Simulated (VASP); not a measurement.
K:

```xyz
1
Lattice="-2.6125 2.6125 2.6125 2.6125 -2.6125 2.6125 2.6125 2.6125 -2.6125" Properties=species:S:1:pos:R:3 pbc="T T T"
K     0.0000    0.0000    0.0000
```

```yaml
Program: VASP 6.6.1
Task: relaxation of cell and atoms
Functional: r2SCAN
Potentials_or_basis: VASP PAW PBE potentials, release 64 (K_sv)
Cutoff: 600 eV
k_mesh: 6 × 6 × 6
Occupations: fermi-dirac, width 0.05 eV
Spin: no spin polarisation
```

At the start: pressure 0.3 GPa; volume 71.32 Å³/atom.

Question: How do energy, volume and symmetry change on relaxing?

Answer: Over 3 steps the energy falls by 5.0 meV/atom and the volume is 76.79 Å³/atom (+7.7 %); space group Im-3m (No. 229, to 0.05 Å).

Step by step:
```csv
step,energy change (eV),largest force (eV/Å),pressure (GPa),volume (Å³)
1,0.0000,0.0000,0.30,71.32
2,-0.0023,0.0000,0.22,72.72
3,-0.0050,0.0000,0.01,76.79
```

Final structure:
```
K
1.0
    -2.67766    2.67766    2.67766
     2.67766   -2.67766    2.67766
     2.67766    2.67766   -2.67766
K
1
Direct
  0.00000 0.00000 0.00000
```

Caveat: the PAW data sets were made with another functional, which shifts forces and pressure a little.
